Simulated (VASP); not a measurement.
# TaRh (P6_3/mmc) in VASP: single point with PBE

Aim: the single point of TaRh with PBE.

Everything below comes from runs of VASP 6.6.1. Logs are shortened: lines on timing, memory, paths and dates and some standing lists are left out, and cuts for length are marked.

## (1) The cell of the first run

It takes space group P6_3/mmc (No. 194, hexagonal). The conventional cell has a = 4.403 Å, b = 4.403 Å, c = 5.121 Å, α = 90.00°, β = 90.00°, γ = 120.00°. Within 3.4 Å of Ta (site symmetry -6m2) lie 5 Rh at 2.54 to 2.56 Å. Rh (site symmetry -6m2) has 5 Ta at 2.54 to 2.56 Å within 3.4 Å.

## (2) Single point, PBE

Input file INCAR:

```
  ALGO = Fast
  EDIFF = 1E-6
  ENCUT = 520
  GGA = PE
  ISIF = 2
  ISMEAR = 0
  LASPH = T
  LCHARG = F
  LREAL = F
  LWAVE = F
  NBANDS = 34
  NELM = 60
  PREC = Accurate
  SIGMA = 0.1
```

Input file KPOINTS:

```
k-points
0
Gamma
  6 6 4
```

Input file POSCAR:

```
TaRh
1.0
    4.4025692615     -0.0000000001      0.0000000000
   -2.2012846307      3.8127368224      0.0000000000
    0.0000000000      0.0000000000      5.1214497253
Ta Rh
2 2
Direct
    0.3333333333      0.6666666667     -0.0589486113
    0.6666666667      0.3333333333      0.4410513887
    0.3333333333      0.6666666667      0.4410486113
    0.6666666667      0.3333333333      0.9410486113
```

Potentials or basis: VASP PAW PBE potentials, release 64 (Ta_pv, Rh_pv).

Run with:

```bash
$ cat potpaw_PBE.64/Ta_pv/POTCAR potpaw_PBE.64/Rh_pv/POTCAR > POTCAR
$ mpirun -np 1 vasp_std > vasp.out
```

OUTCAR:

```text
EDIFF = 1E-6
   ENCUT = 520
   GGA = PE
   ISIF = 2
   ISMEAR = 0
   LASPH = T
   LREAL = F
   NELM = 60
   PREC = Accurate

 ion  position               nearest neighbor table
   1  0.333  0.667  0.941-   4 2.54   4 2.54   4 2.54   3 2.56   3 2.56
   2  0.667  0.333  0.441-   3 2.54   3 2.54   3 2.54   4 2.56   4 2.56
   3  0.333  0.667  0.441-   2 2.54   2 2.54   2 2.54   1 2.56   1 2.56
   4  0.667  0.333  0.941-   1 2.54   1 2.54   1 2.54   2 2.56   2 2.56

  LATTYP: Found a hexagonal cell.
 ALAT       =     4.4025692615
 C/A-ratio  =     1.1632865768

  Lattice vectors:

 A1 = (   4.4025692615,  -0.0000000001,   0.0000000000)
 A2 = (  -2.2012846307,   3.8127368224,   0.0000000000)
 A3 = (   0.0000000000,   0.0000000000,   5.1214497253)

Analysis of symmetry for initial positions (statically):
=====================================================================
 Subroutine PRICEL returns:
 Original cell was already a primitive cell.

 Routine SETGRP: Setting up the symmetry group for a
 hexagonal supercell.

 Subroutine GETGRP returns: Found 24 space group operations
 (whereof  6 operations were pure point group operations)
 out of a pool of 24 trial point group operations.

The static configuration has the point symmetry C_3v.
 The point group associated with its full space group is D_6h.

Analysis of symmetry for dynamics (positions and initial velocities):
=====================================================================
 Subroutine PRICEL returns:
 Original cell was already a primitive cell.

 Routine SETGRP: Setting up the symmetry group for a
 hexagonal supercell.

 Subroutine GETGRP returns: Found 24 space group operations
 (whereof  6 operations were pure point group operations)
 out of a pool of 24 trial point group operations.

The dynamic configuration has the point symmetry C_3v.
 The point group associated with its full space group is D_6h.

 Subroutine INISYM returns: Found 24 space group operations
 (whereof  6 operations are pure point group operations),
 and found     1 'primitive' translations

----------------------------------------------------------------------------------------

                                     Primitive cell

  volume of cell :      85.9678

  direct lattice vectors                    reciprocal lattice vectors
     4.402569262 -0.000000000  0.000000000     0.227140095  0.131139395  0.000000000
    -2.201284631  3.812736822  0.000000000     0.000000000  0.262278790  0.000000000
     0.000000000  0.000000000  5.121449725     0.000000000  0.000000000  0.195257213

  length of vectors
     4.402569262  4.402569261  5.121449725     0.262278790  0.262278790  0.195257213

  position of ions in fractional coordinates (direct lattice)
     0.333333333  0.666666667  0.941051389
     0.666666667  0.333333333  0.441051389
     0.333333333  0.666666667  0.441048611
     0.666666667  0.333333333  0.941048611

  ion indices of the primitive-cell ions
   primitive index   ion index
                 1           1
                 2           2
                 3           3
                 4           4

----------------------------------------------------------------------------------------

 KPOINTS: k-points

Automatic generation of k-mesh.
 Grid dimensions read from file:
 generate k-points for:    6    6    4

 Generating k-lattice:

  Cartesian coordinates                     Fractional coordinates (reciprocal lattice)
     0.037856682  0.021856566  0.000000000     0.166666667 -0.000000000  0.000000000
     0.000000000  0.043713132  0.000000000     0.000000000  0.166666667  0.000000000
     0.000000000  0.000000000  0.048814303     0.000000000  0.000000000  0.250000000

  Length of vectors
     0.043713132  0.043713132  0.048814303

  Shift w.r.t. Gamma in fractional coordinates (k-lattice)
     0.000000000  0.000000000  0.000000000

 Subroutine IBZKPT returns following result:
 ===========================================

 Found     21 irreducible k-points:

 Following reciprocal coordinates:
            Coordinates               Weight
  0.000000  0.000000  0.000000      1.000000
  0.166667  0.000000  0.000000      6.000000
  0.333333  0.000000  0.000000      6.000000
  0.500000  0.000000  0.000000      3.000000
  0.166667  0.166667  0.000000      6.000000
  0.333333  0.166667  0.000000     12.000000
[... 13 lines left out ...]
  0.333333  0.166667  0.500000     12.000000
  0.333333  0.333333  0.500000      2.000000
   k-points           NKPTS =     21   k-points in BZ     NKDIM =     21   number of bands    NBANDS=     34
   number of dos      NEDOS =    301   number of ions     NIONS =      4
   total plane-waves  NPLWV =  51840
   dimension x,y,z NGX =    36 NGY =   36 NGZ =   40
   dimension x,y,z NGXF=    72 NGYF=   72 NGZF=   80
   ions per type =               2   2
   NGX,Y,Z   is equivalent  to a cutoff of  13.59, 13.59, 12.98 a.u.
   NGXF,Y,Z  is equivalent  to a cutoff of  27.19, 27.19, 25.97 a.u.
 SYSTEM =  unknown system
   PREC   = accura    normal or accurate (medium, high low for compatibility)
   ISTART =      0    job   : 0-new  1-cont  2-samecut
   ICHARG =      2    charge: 1-file 2-atom 10-const
   ISPIN  =      1    spin polarized calculation?
   LNONCOLLINEAR =      F non collinear calculations
   LSORBIT =      F    spin-orbit coupling
   LASPH  =      T    aspherical Exc in radial PAW
   ENCUT  =  520.0 eV  38.22 Ry    6.18 a.u.   8.19  8.19  9.52*2*pi/ulx,y,z
   NELM   =     60;   NELMIN=  2; NELMDL= -5     # of ELM steps
   EDIFF  = 0.1E-05   stopping-criterion for ELM
   LREAL  =      F    real-space projection
[... 7 lines left out ...]
   TEBEG  =    0.0;   TEEND  =   0.0 temperature during run
   PSTRESS=    0.0 pullay stress
   NELECT =      52.0000    total number of electrons
   NUPDOWN=      -1.0000    fix difference up-down
   EMIN   =  10.00;   EMAX   =-10.00  energy-range for DOS
   EFERMI =   0.00;   METHOD = LEGACY
   ISMEAR =     0;   SIGMA  =   0.10  broadening in eV -4-tet -1-fermi 0-gaus
   EFERMI_NEDOS =   21; number of points for ismear=-14 and -15
   IALGO  =     68    algorithm
   IMIX   =      4    mixing-type and parameters
     AMIX     =   0.40;   BMIX     =  1.00
     AMIX_MAG =   1.60;   BMIX_MAG =  1.00
  volume/ion in A,a.u.               =      21.49       145.03
  Fermi-wavevector in a.u.,A,eV,Ry     =   1.384514  2.616352 26.080716  1.916879
  Thomas-Fermi vector in A             =   2.509011
   LORBIT       =      0    0 simple, 1 ext, 2 COOP (PROOUT), +10 PAW based schemes
   GGA     = PE    functional components
   LHFCALC =     F    Hartree Fock is set to
   AEXX    =    0.0000 exact exchange contribution
   IVDW    =     0    specifies the selected vdW correction
   LEPSILON=     F    determine dielectric tensor
   LRPA    =     F    only Hartree local field effects (RPA)
 non-spin polarized calculation
 RMM-DIIS sequential band-by-band and
 Gauss-broadening in eV      SIGMA  =   0.10
  energy-cutoff  :      520.00
  volume of cell :       85.97
 maximum number of plane-waves:      2348
 NGX is ok and might be reduce to    36
   NGX = 17   NGY = 17   NGZ = 19

 number of electron      51.9999998 magnetization

 Free energy of the ion-electron system (eV)
  ---------------------------------------------------
  ext. energy  EPLUGINS =         0.00000000
  ---------------------------------------------------
  free energy    TOTEN  =       -36.65229448 eV

  energy without entropy =      -36.63478322  energy(sigma->0) =      -36.64353885

 E-fermi :   5.6375     XC(G=0): -11.1858

 val. band max:        5.5655285226   @ k =   0.3333   0.1667   0.2500
 cond. band min:       5.6565020127   @ k =   0.0000   0.0000   0.0000
 fundamental gap:      0.0909734901
 Fermi energy:         5.6374698554

 k-point     1 :       0.0000    0.0000    0.0000
  band No.  band energies     occupation
      1     -41.2320      2.00000
      2     -41.1997      2.00000
      3     -41.1303      2.00000
      4     -41.1303      2.00000
      5     -41.1164      2.00000
      6     -41.1164      2.00000
[... 26 lines left out ...]
     33       8.2866      0.00000
     34      10.6058      0.00000

 k-point     2 :       0.1667    0.0000    0.0000
  band No.  band energies     occupation
      1     -41.2300      2.00000
      2     -41.2015      2.00000
      3     -41.1312      2.00000
      4     -41.1278      2.00000
      5     -41.1166      2.00000
      6     -41.1152      2.00000
[... 26 lines left out ...]
     33       8.3227      0.00000
     34      10.7126      0.00000

 k-point     3 :       0.3333    0.0000    0.0000
  band No.  band energies     occupation
      1     -41.2248      2.00000
      2     -41.2062      2.00000
      3     -41.1331      2.00000
      4     -41.1225      2.00000
      5     -41.1171      2.00000
      6     -41.1130      2.00000
[... 26 lines left out ...]
     33       9.4288      0.00000
     34       9.6729      0.00000

 k-point     4 :       0.5000    0.0000    0.0000
  band No.  band energies     occupation
      1     -41.2208      2.00000
      2     -41.2100      2.00000
      3     -41.1341      2.00000
      4     -41.1197      2.00000
      5     -41.1173      2.00000
      6     -41.1122      2.00000
[... 26 lines left out ...]
     33       8.4194      0.00000
     34       8.9969      0.00000

 k-point     5 :       0.1667    0.1667    0.0000
  band No.  band energies     occupation
      1     -41.2263      2.00000
      2     -41.2048      2.00000
      3     -41.1331      2.00000
      4     -41.1234      2.00000
      5     -41.1171      2.00000
      6     -41.1134      2.00000
[... 510 lines left out ...]
 k-point    19 :       0.1667    0.1667    0.5000
  band No.  band energies     occupation
      1     -41.2011      2.00000
      2     -41.2011      2.00000
      3     -41.1250      2.00000
      4     -41.1250      2.00000
      5     -41.1180      2.00000
      6     -41.1180      2.00000
[... 26 lines left out ...]
     33       7.8913      0.00000
     34       7.8913      0.00000

 k-point    20 :       0.3333    0.1667    0.5000
  band No.  band energies     occupation
      1     -41.2011      2.00000
      2     -41.2011      2.00000
      3     -41.1263      2.00000
      4     -41.1263      2.00000
      5     -41.1147      2.00000
      6     -41.1147      2.00000
[... 26 lines left out ...]
     33       8.2421      0.00000
     34       8.2423      0.00000

 k-point    21 :       0.3333    0.3333    0.5000
  band No.  band energies     occupation
      1     -41.2011      2.00000
      2     -41.2011      2.00000
      3     -41.1273      2.00000
      4     -41.1273      2.00000
      5     -41.1131      2.00000
      6     -41.1131      2.00000
[... 26 lines left out ...]
     33       8.4711      0.00000
     34       8.5133      0.00000

------------------------ aborting loop because EDIFF is reached ----------------------------------------

  FORCE on cell =-STRESS in cart. coord.  units (eV):
  Direction    XX          YY          ZZ          XY          YZ          ZX
  --------------------------------------------------------------------------------------
  -------------------------------------------------------------------------------------
  Total        0.1029536      0.1029536      0.1026246     -0.0000000     -0.0000000     -0.0000000
  in kB        1.9187411      1.9187411      1.9126091     -0.0000000     -0.0000000     -0.0000000
  external PRESSURE =       1.9166971 kB  Pullay stress =       0.0000000 kB

 VOLUME and BASIS-vectors are now :
 -----------------------------------------------------------------------------
  energy-cutoff  :      520.00
  volume of cell :       85.97
      direct lattice vectors                 reciprocal lattice vectors
     4.402569262 -0.000000000  0.000000000     0.227140095  0.131139395  0.000000000
    -2.201284631  3.812736822  0.000000000     0.000000000  0.262278790  0.000000000
     0.000000000  0.000000000  5.121449725     0.000000000  0.000000000  0.195257213

 POSITION                                       TOTAL-FORCE (eV/Angst)
 -----------------------------------------------------------------------------------
     -0.00000      2.54182      4.81955         0.000000     -0.000000      0.000000
      2.20128      1.27091      2.25882        -0.000000     -0.000000      0.000000
     -0.00000      2.54182      2.25881        -0.000000     -0.000000     -0.000000
      2.20128      1.27091      4.81953         0.000000      0.000000     -0.000000
 -----------------------------------------------------------------------------------
    total drift:                               -0.000000      0.000000      0.033795

  FREE ENERGIE OF THE ION-ELECTRON SYSTEM (eV)
  ---------------------------------------------------
  free  energy   TOTEN  =       -36.6522944818 eV

  energy  without entropy=      -36.6347832234  energy(sigma->0) =      -36.64353885
```

Run time: 51 s. Hardware: 1 thread of Intel Xeon 6975P-C (Granite Rapids), shared host; peak memory 0.24 GiB.

What came out:

| Property | Result |
| --- | --- |
| Free energy | -36.6523 eV |
| Pressure | 0.2 GPa |
| Band gap on the k mesh | zero (bands 26 and 27 overlap by 1.84 eV) |

Caveat: spin-orbit coupling is left out, which moves the levels of the heavy elements.
